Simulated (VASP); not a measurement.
Write the native input for VASP 6.6.1 that does the following.

```
Task                   : single point
Functional             : PBE
Potentials or basis    : VASP PAW PBE potentials, release 64 (Pt)
Cutoff                 : 520 eV
k mesh                 : 4 × 4 × 4
Occupations            : fermi-dirac, width 0.15 eV
Spin                   : no spin polarisation
Dipole correction      : no
Further INCAR settings : ALGO = Normal; EDIFF = 1e-07; NBANDS = 11
```

The structure of Pt lies in POSCAR:

```
Pt
1.0
    0.0000000000      1.9874000000      1.9874000000
    1.9874000000      0.0000000000      1.9874000000
    1.9874000000      1.9874000000      0.0000000000
Pt
1
Direct
    0.0000000000      0.0000000000      0.0000000000
```

These files were run (other wordings do the same):

INCAR

```
SYSTEM = Pt
PREC = Accurate ; ENCUT = 520
EDIFF = 1E-7 ; ISMEAR = -1
SIGMA = 0.15 ; LREAL = .FALSE.
LASPH = .TRUE. ; NELM = 80
ALGO = Normal ; ISIF = 2
LWAVE = .FALSE. ; LCHARG = .FALSE.
GGA = PE ; NBANDS = 11
```

KPOINTS

```
Automatic mesh
0
G
  4 4 4
  0 0 0
```

Potentials or basis: VASP PAW PBE potentials, release 64 (Pt).

Command:

```sh
$ cat potpaw_PBE.64/Pt/POTCAR > POTCAR
$ mpirun -np 1 vasp_std > vasp.out
```

Results of the run:

```
Pressure               : -2.6 GPa
Band gap on the k mesh : zero (band 5 reaches 10.96 eV, above the bottom of band 6 at 8.98 eV)
```

Caveat: the k points lie up to 0.68 Å⁻¹ apart; spin-orbit coupling is left out, which moves the levels of the heavy elements.

Run time: 2.1 s on 1 thread of Intel(R) Xeon(R) 6975P-C (Granite Rapids) (shared host), peak memory 0.14 GiB.
